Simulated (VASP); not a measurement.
NbTe, 2 atoms in the cell. It takes space group P-6m2 (No. 187, hexagonal). Conventional cell: a = 3.627 Å, b = 3.627 Å, c = 3.619 Å, α = 90.00°, β = 90.00°, γ = 120.00°. Within 3.6 Å of Te (site symmetry -6m2) lie 6 Nb at 2.77 Å. Nb (site symmetry -6m2) has 6 Te at 2.77 Å within 3.6 Å.  This cell differs from its parent crystal: volume scaled by 0.94.

| Quantity | Value |
| --- | --- |
| Program | VASP 6.6.1 |
| Task | single point |
| Functional | PBEsol |
| Potentials or basis | VASP PAW PBE potentials, release 64 (Te, Nb_sv) |
| Cutoff | 520 eV |
| k mesh | 8 × 8 × 7 |
| Occupations | fermi-dirac, width 0.05 eV |
| Spin | no spin polarisation |
| Dipole correction | no |
| Further INCAR settings | ALGO = Normal; EDIFF = 1e-06; NBANDS = 16 |

Potentials or basis: VASP PAW PBE potentials, release 64 (Te, Nb_sv).

The run is started by

```bash
$ cat potpaw_PBE.64/Te/POTCAR potpaw_PBE.64/Nb_sv/POTCAR > POTCAR
$ mpirun -np 1 vasp_std > vasp.out
```

Hardware: 1 thread of Intel(R) Xeon(R) Platinum 8375C CPU @ 2.90GHz (Ice Lake), on a shared host.

Q: How long does it take, and how much memory?

A: It took 22 s on 1 thread of Intel(R) Xeon(R) Platinum 8375C CPU @ 2.90GHz (Ice Lake), with other jobs on the host, peak memory 0.17 GiB. Counts: scf iterations 12, k points 40.
